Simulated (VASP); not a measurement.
# Ca3Lu (Pm-3m) in VASP: notebook

Runs on Ca3Lu. Level: PBE. Tasks: relaxation of cell and atoms.

All numbers are computed with VASP 6.6.1; they aren't measurements. Logs are shortened: lines on timing, memory, paths and dates and some standing lists are left out, and cuts for length are marked.

## (1) The cell of the first run

Symmetry: Pm-3m, No. 221, cubic system. The conventional cell has a = 5.362 Å, b = 5.362 Å, c = 5.362 Å, α = 90.00°, β = 90.00°, γ = 90.00°. Lu (site symmetry m-3m) has 12 Ca at 3.79 Å within 5.0 Å. Within 5.0 Å of Ca (site symmetry 4/mmm) lie 4 Lu at 3.79 Å and 8 Ca at 3.79 Å.

## (2) Relaxation of cell and atoms, PBE, target pressure 2 GPa, at which the enthalpy is minimised

INCAR

```
PREC     = Accurate       # precision mode
ENCUT    = 600            # plane-wave cutoff, eV
EDIFF    = 1E-6           # SCF threshold, eV
ISMEAR   = -1             # smearing method
SIGMA    = 0.05           # smearing width, eV
LREAL    = False          # projectors in reciprocal space
LASPH    = True           # aspherical terms in the spheres
NELM     = 60             # most SCF steps
ALGO     = Normal         # electronic algorithm
ISIF     = 3              # what is computed and relaxed
LWAVE    = False          # write WAVECAR
LCHARG   = False          # write CHGCAR
GGA      = PE             # functional
IBRION   = 2              # ionic algorithm
NSW      = 60             # ionic steps
EDIFFG   = -0.01          # ionic threshold
PSTRESS  = 20.0
```

KPOINTS

```
Automatic mesh
0
Gamma
  5 5 5
```

POSCAR

```
Ca3Lu
1.0
    5.3617750000      0.0000000000      0.0000000000
    0.0000000000      5.3617750000      0.0000000000
    0.0000000000      0.0000000000      5.3617750000
Lu Ca
1 3
Direct
    0.5000000000      0.5000000000      0.5000000000
    0.0000000000      0.0000000000      0.5000000000
    0.0000000000      0.5000000000      0.0000000000
    0.5000000000      0.0000000000      0.0000000000
```

Potentials or basis: VASP PAW PBE potentials, release 64 (Lu, Ca_sv).

Started as:

```bash
cat potpaw_PBE.64/Lu/POTCAR potpaw_PBE.64/Ca_sv/POTCAR > POTCAR
mpirun -np 1 vasp_std > vasp.out
```

OUTCAR:

```text
PREC = Accurate
   ENCUT = 600
   EDIFF = 1E-6
   ISMEAR = -1
   LREAL = False
   LASPH = True
   NELM = 60
   ISIF = 3
   GGA = PE
   IBRION = 2
   NSW = 60
   EDIFFG = -0.01
   PSTRESS = 20.0

 ion  position               nearest neighbor table
   1  0.500  0.500  0.500-
   2  0.000  0.000  0.500-
   3  0.000  0.500  0.000-
   4  0.500  0.000  0.000-

  LATTYP: Found a simple cubic cell.
 ALAT       =     5.3617750000

  Lattice vectors:

 A1 = (   5.3617750000,   0.0000000000,   0.0000000000)
 A2 = (   0.0000000000,   5.3617750000,   0.0000000000)
 A3 = (   0.0000000000,   0.0000000000,   5.3617750000)

Analysis of symmetry for initial positions (statically):
=====================================================================
 Subroutine PRICEL returns:
 Original cell was already a primitive cell.

 Routine SETGRP: Setting up the symmetry group for a
 simple cubic supercell.

 Subroutine GETGRP returns: Found 48 space group operations
 (whereof 48 operations were pure point group operations)
 out of a pool of 48 trial point group operations.

The static configuration has the point symmetry O_h .

Analysis of symmetry for dynamics (positions and initial velocities):
=====================================================================
 Subroutine PRICEL returns:
 Original cell was already a primitive cell.

 Routine SETGRP: Setting up the symmetry group for a
 simple cubic supercell.

 Subroutine GETGRP returns: Found 48 space group operations
 (whereof 48 operations were pure point group operations)
 out of a pool of 48 trial point group operations.

The dynamic configuration has the point symmetry O_h .

 Subroutine INISYM returns: Found 48 space group operations
 (whereof 48 operations are pure point group operations),
 and found     1 'primitive' translations

----------------------------------------------------------------------------------------

                                     Primitive cell

  volume of cell :     154.1437

  direct lattice vectors                    reciprocal lattice vectors
     5.361775000  0.000000000  0.000000000     0.186505402  0.000000000  0.000000000
     0.000000000  5.361775000  0.000000000     0.000000000  0.186505402  0.000000000
     0.000000000  0.000000000  5.361775000     0.000000000  0.000000000  0.186505402

  length of vectors
     5.361775000  5.361775000  5.361775000     0.186505402  0.186505402  0.186505402

  position of ions in fractional coordinates (direct lattice)
     0.500000000  0.500000000  0.500000000
     0.000000000  0.000000000  0.500000000
     0.000000000  0.500000000  0.000000000
     0.500000000  0.000000000  0.000000000

  ion indices of the primitive-cell ions
   primitive index   ion index
                 1           1
                 2           2
                 3           3
                 4           4

----------------------------------------------------------------------------------------

 KPOINTS: Automatic mesh

Automatic generation of k-mesh.
 Grid dimensions read from file:
 generate k-points for:    5    5    5

 Generating k-lattice:

  Cartesian coordinates                     Fractional coordinates (reciprocal lattice)
     0.037301080  0.000000000  0.000000000     0.200000000  0.000000000  0.000000000
     0.000000000  0.037301080  0.000000000     0.000000000  0.200000000  0.000000000
     0.000000000  0.000000000  0.037301080     0.000000000  0.000000000  0.200000000

  Length of vectors
     0.037301080  0.037301080  0.037301080

  Shift w.r.t. Gamma in fractional coordinates (k-lattice)
     0.000000000  0.000000000  0.000000000

 Subroutine IBZKPT returns following result:
 ===========================================

 Found     10 irreducible k-points:

 Following reciprocal coordinates:
            Coordinates               Weight
  0.000000  0.000000  0.000000      1.000000
  0.200000  0.000000  0.000000      6.000000
  0.400000  0.000000  0.000000      6.000000
  0.200000  0.200000  0.000000     12.000000
  0.400000  0.200000  0.000000     24.000000
  0.400000  0.400000  0.000000     12.000000
  0.200000  0.200000  0.200000      8.000000
  0.400000  0.200000  0.200000     24.000000
  0.400000  0.400000  0.200000     24.000000
  0.400000  0.400000  0.400000      8.000000
   k-points           NKPTS =     10   k-points in BZ     NKDIM =     10   number of bands    NBANDS=     33
   number of dos      NEDOS =    301   number of ions     NIONS =      4
   total plane-waves  NPLWV = 110592
   dimension x,y,z NGX =    48 NGY =   48 NGZ =   48
   dimension x,y,z NGXF=    96 NGYF=   96 NGZF=   96
   ions per type =               1   3
   NGX,Y,Z   is equivalent  to a cutoff of  14.88, 14.88, 14.88 a.u.
   NGXF,Y,Z  is equivalent  to a cutoff of  29.77, 29.77, 29.77 a.u.
 SYSTEM =  unknown system
   PREC   = accura    normal or accurate (medium, high low for compatibility)
   ISTART =      0    job   : 0-new  1-cont  2-samecut
   ICHARG =      2    charge: 1-file 2-atom 10-const
   ISPIN  =      1    spin polarized calculation?
   LNONCOLLINEAR =      F non collinear calculations
   LSORBIT =      F    spin-orbit coupling
   LASPH  =      T    aspherical Exc in radial PAW
   ENCUT  =  600.0 eV  44.10 Ry    6.64 a.u.  10.71 10.71 10.71*2*pi/ulx,y,z
   NELM   =     60;   NELMIN=  2; NELMDL= -5     # of ELM steps
   EDIFF  = 0.1E-05   stopping-criterion for ELM
   LREAL  =      F    real-space projection
   EDIFFG = -.1E-01   stopping-criterion for IOM
   NSW    =     60    number of steps for IOM
   IBRION =      2    ionic relax: 0-MD 1-quasi-New 2-CG
   NFREE  =      1    steps in history (QN), initial steepest desc. (CG)
   ISIF   =      3    stress and relaxation
   ISYM   =      2    0-nonsym 1-usesym 2-fastsym
   POTIM  = 0.5000    time-step for ionic-motion
   TEBEG  =    0.0;   TEEND  =   0.0 temperature during run
   PSTRESS=   20.0 pullay stress
   NELECT =      55.0000    total number of electrons
   NUPDOWN=      -1.0000    fix difference up-down
   EMIN   =  10.00;   EMAX   =-10.00  energy-range for DOS
   EFERMI =   0.00;   METHOD = LEGACY
   ISMEAR =    -1;   SIGMA  =   0.05  broadening in eV -4-tet -1-fermi 0-gaus
   EFERMI_NEDOS =   21; number of points for ismear=-14 and -15
   IALGO  =     38    algorithm
   IMIX   =      4    mixing-type and parameters
     AMIX     =   0.40;   BMIX     =  1.00
     AMIX_MAG =   1.60;   BMIX_MAG =  1.00
  volume/ion in A,a.u.               =      38.54       260.05
  Fermi-wavevector in a.u.,A,eV,Ry     =   1.161147  2.194249 18.344218  1.348262
  Thomas-Fermi vector in A             =   2.297722
   LORBIT       =      0    0 simple, 1 ext, 2 COOP (PROOUT), +10 PAW based schemes
   GGA     = PE    functional components
   LHFCALC =     F    Hartree Fock is set to
   AEXX    =    0.0000 exact exchange contribution
   IVDW    =     0    specifies the selected vdW correction
   LEPSILON=     F    determine dielectric tensor
   LRPA    =     F    only Hartree local field effects (RPA)
 conjugate gradient relaxation of ions
 non-spin polarized calculation
  energy-cutoff  :      600.00
  volume of cell :      154.14
 maximum number of plane-waves:      5177
 NGX is ok and might be reduce to    48
   NGX = 21   NGY = 21   NGZ = 21

--------------------------------------- Ionic step        1  -------------------------------------------

 number of electron      54.9999993 magnetization

 Free energy of the ion-electron system (eV)
  ---------------------------------------------------
  ext. energy  EPLUGINS =         0.00000000
  ---------------------------------------------------
  free energy    TOTEN  =        -9.72032253 eV

  energy without entropy =       -9.66945722  energy(sigma->0) =       -9.69488987

------------------------ aborting loop because EDIFF is reached ----------------------------------------

  FORCE on cell =-STRESS in cart. coord.  units (eV):
  Direction    XX          YY          ZZ          XY          YZ          ZX
  --------------------------------------------------------------------------------------
  -------------------------------------------------------------------------------------
  Total        0.0335876      0.0335876      0.0335876      0.0000000     -0.0000000      0.0000000
  in kB        0.3491115      0.3491115      0.3491115      0.0000000     -0.0000000      0.0000000
  external PRESSURE =     -19.6508885 kB  Pullay stress =      20.0000000 kB

 VOLUME and BASIS-vectors are now :
 -----------------------------------------------------------------------------
  energy-cutoff  :      600.00
  volume of cell :      154.14
      direct lattice vectors                 reciprocal lattice vectors
     5.361775000  0.000000000  0.000000000     0.186505402  0.000000000  0.000000000
     0.000000000  5.361775000  0.000000000     0.000000000  0.186505402  0.000000000
     0.000000000  0.000000000  5.361775000     0.000000000  0.000000000  0.186505402
[... 50 lines left out ...]
  FREE ENERGIE OF THE ION-ELECTRON SYSTEM (eV)
  ---------------------------------------------------
  free  energy   TOTEN  =        -9.6654657486 eV

  energy  without entropy=       -9.6109532855  energy(sigma->0) =       -9.63820952

  enthalpy is  TOTEN    =        -7.8699336060 eV   P V=        1.7955321427

--------------------------------------- Ionic step        3  -------------------------------------------

 number of electron      55.0000010 magnetization

 Free energy of the ion-electron system (eV)
  ---------------------------------------------------
  ext. energy  EPLUGINS =         0.00000000
  ---------------------------------------------------
  free energy    TOTEN  =        -9.64983458 eV

  energy without entropy =       -9.59468900  energy(sigma->0) =       -9.62226179

 E-fermi :   2.4147     XC(G=0):  -8.6531

 val. band max:        2.3739332113   @ k =   0.4000   0.4000   0.2000
 cond. band min:       2.4480010601   @ k =   0.4000   0.2000   0.2000
 fundamental gap:      0.0740678487
 Fermi energy:         2.4147231371

 k-point     1 :       0.0000    0.0000    0.0000
  band No.  band energies     occupation
      1     -54.8537      2.00000
      2     -39.0849      2.00000
      3     -39.0551      2.00000
      4     -39.0551      2.00000
      5     -25.4697      2.00000
      6     -25.4697      2.00000
[... 371 lines left out ...]
 POSITION                                       TOTAL-FORCE (eV/Angst)
 -----------------------------------------------------------------------------------
      2.61166      2.61166      2.61166        -0.000000     -0.000000      0.000000
     -0.00000     -0.00000      2.61166         0.000000      0.000000      0.000000
      0.00000      2.61166      0.00000         0.000000      0.000000      0.000000
      2.61166      0.00000      0.00000         0.000000      0.000000      0.000000
 -----------------------------------------------------------------------------------
    total drift:                                0.000000     -0.000000      0.000000

  FREE ENERGIE OF THE ION-ELECTRON SYSTEM (eV)
  ---------------------------------------------------
  free  energy   TOTEN  =        -9.6498345751 eV

  energy  without entropy=       -9.5946890002  energy(sigma->0) =       -9.62226179

  enthalpy is  TOTEN    =        -7.8709087547 eV   P V=        1.7789258205

 reached required accuracy - stopping structural energy minimisation
```

It took 1.8 min on 1 thread of Intel Xeon 6975P-C (Granite Rapids), shared host; peak memory 0.38 GiB.

What came out:

```
Free energy                                                : -9.6498 eV
Relaxed volume                                             : 35.63 Å³/atom
Relaxed cell                                               : a = 5.223 Å, b = 5.223 Å, c = 5.223 Å, α = 90.00°, β = 90.00°, γ = 90.00°
Space group after relaxing (to 0.1 Å)                      : Pm-3m (No. 221)
Energy change on relaxing (the run minimises the enthalpy) : +17.6 meV/atom
Ionic steps                                                : 3
Pressure after relaxing                                    : 2.0 GPa
Band gap on the k mesh                                     : zero (an odd number of electrons rules out a gap without spin polarisation)
```

The path:
```
step  energy change (eV)  largest force (eV/Å)  pressure (GPa)  volume (Å³)
   1              0.0000                0.0000            0.03       154.14
   2              0.0549                0.0000            1.74       143.84
   3              0.0705                0.0000            2.01       142.51
```

Final structure:
```
Lu Ca
1.0
     5.22331    0.00000    0.00000
     0.00000    5.22331    0.00000
     0.00000    0.00000    5.22331
Lu Ca
1 3
Direct
  0.50000 0.50000 0.50000
  0.00000 0.00000 0.50000
  0.00000 0.50000 0.00000
  0.50000 0.00000 0.00000
```

Levels at points of the mesh, in eV from the Fermi level:
```tsv
k point	band 24	band 25	band 26	band 27	band 28	band 29	band 30	band 31
(0.00, 0.00, 0.00)	-4.74	-0.99	-0.99	-0.87	0.11	0.11	0.11	1.27
```

Caveat: the cell is relaxed towards a set pressure, so the run minimises the enthalpy, not the energy; spin-orbit coupling is left out, which moves the levels of the heavy elements.

## (3) Relaxation of cell and atoms, PBE, target pressure 5 GPa, at which the enthalpy is minimised

INCAR

```
SYSTEM = Ca3Lu
PREC = Accurate
ENCUT = 600
EDIFF = 1E-6
ISMEAR = -1
SIGMA = 0.05
LREAL = .FALSE.
LASPH = .TRUE.
NELM = 60
ALGO = Normal
ISIF = 3
LWAVE = .FALSE.
LCHARG = .FALSE.
GGA = PE
IBRION = 2
NSW = 60
EDIFFG = -0.01
PSTRESS = 50.0
```

KPOINTS

```
regular mesh
0
G
  5 5 5
  0 0 0
```

POSCAR is that of step 2.

Potentials or basis: VASP PAW PBE potentials, release 64 (Lu, Ca_sv).

Started as:

```bash
cat potpaw_PBE.64/Lu/POTCAR potpaw_PBE.64/Ca_sv/POTCAR > POTCAR
mpirun -np 1 vasp_std > vasp.out
```

It took 2 min on 1 thread of Intel Xeon 6975P-C (Granite Rapids), shared host; peak memory 0.38 GiB.

The run converged. Its results:

| Property | Result |
| --- | --- |
| Free energy | -9.3695 eV |
| Relaxed volume | 32.36 Å³/atom |
| Relaxed cell | a = 5.059 Å, b = 5.059 Å, c = 5.059 Å, α = 90.00°, β = 90.00°, γ = 90.00° |
| Space group after relaxing (to 0.1 Å) | Pm-3m (No. 221) |
| Energy change on relaxing (the run minimises the enthalpy) | +87.7 meV/atom |
| Ionic steps | 3 |
| Pressure after relaxing | 5.0 GPa |
| Band gap on the k mesh | zero (an odd number of electrons rules out a gap without spin polarisation) |

Step by step:
| step | energy change (eV) | largest force (eV/Å) | pressure (GPa) | volume (Å³) |
| --- | --- | --- | --- | --- |
| 1 | 0.0000 | 0.0000 | 0.03 | 154.14 |
| 2 | 0.3648 | 0.0000 | 5.13 | 129.01 |
| 3 | 0.3508 | 0.0000 | 4.99 | 129.45 |

Final structure:
```yaml
crystal:
  lattice:
    - [5.05863, 0.00000, 0.00000]
    - [0.00000, 5.05863, 0.00000]
    - [0.00000, 0.00000, 5.05863]
  atoms:
    - { symbol: Lu, position: [0.50000, 0.50000, 0.50000] }
    - { symbol: Ca, position: [0.00000, 0.00000, 0.50000] }
    - { symbol: Ca, position: [0.00000, 0.50000, 0.00000] }
    - { symbol: Ca, position: [0.50000, 0.00000, 0.00000] }
```

Levels at points of the mesh, in eV from the Fermi level:
| k point | band 23 | band 24 | band 25 | band 26 | band 27 | band 28 | band 29 | band 30 | band 31 | band 32 |
| --- | --- | --- | --- | --- | --- | --- | --- | --- | --- | --- |
| (0.00, 0.00, 0.00) | -5.70 | -4.94 | -1.18 | -1.18 | -1.00 | -0.01 | -0.01 | -0.01 | 1.53 | 1.53 |

Caveat: the cell is relaxed towards a set pressure, so the run minimises the enthalpy, not the energy; the volume moved by over 15 % at a fixed basis, so the end points are rough; spin-orbit coupling is left out, which moves the levels of the heavy elements.

[end of part 1 of 3]
